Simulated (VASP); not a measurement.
Crystal: HfC (sol).

```
Hf C
1.0
     0.00000    2.31714    2.31714
     2.31714    0.00000    2.31714
     2.31714    2.31714    0.00000
Hf C
1 1
Direct
  0.00000 0.00000 0.00000
  0.50000 0.50000 0.50000
```

| Item | Value |
| --- | --- |
| Program | VASP 6.6.1 |
| Task | relaxation of cell and atoms |
| Functional | PBEsol |
| Potentials or basis | VASP PAW PBE potentials, release 64 (Hf_pv, C) |
| Cutoff | 600 eV |
| k mesh | 16 × 16 × 16 |
| Occupations | gaussian, width 0.1 eV |
| Spin | no spin polarisation |

At the start: pressure -4.7 GPa; volume 12.44 Å³/atom.

**Question.** How do energy, volume and symmetry change on relaxing?

**Answer.** Over 6 steps the energy falls by 3.6 meV/atom and the volume is 12.20 Å³/atom (-1.9 %); space group Fm-3m (No. 225, to 0.05 Å).

Step by step:
| step | energy change (eV) | largest force (eV/Å) | pressure (GPa) | volume (Å³) |
| --- | --- | --- | --- | --- |
| 1 | 0.0000 | 0.0000 | -4.71 | 24.88 |
| 2 | 0.0159 | 0.0000 | 9.28 | 23.59 |
| 3 | -0.0071 | 0.0000 | -0.03 | 24.41 |
| 4 | -0.0071 | 0.0000 | 0.06 | 24.40 |
| 5 | -0.0071 | 0.0000 | -0.09 | 24.42 |
| 6 | -0.0071 | 0.0000 | 0.00 | 24.41 |

Final structure:
```cif
data_structure
_symmetry_space_group_name_H-M 'P 1'
_symmetry_Int_Tables_number 1
_cell_length_a 3.2560
_cell_length_b 3.2560
_cell_length_c 3.2560
_cell_angle_alpha 60.000
_cell_angle_beta 60.000
_cell_angle_gamma 60.000
_cell_volume 24.41
loop_
_atom_site_label
_atom_site_type_symbol
_atom_site_fract_x
_atom_site_fract_y
_atom_site_fract_z
_atom_site_occupancy
Hf1 Hf 0.00000 0.00000 0.00000 1
C1 C 0.50000 0.50000 0.50000 1
```

Caveat: the PAW data sets were made with another functional, which shifts forces and pressure a little.
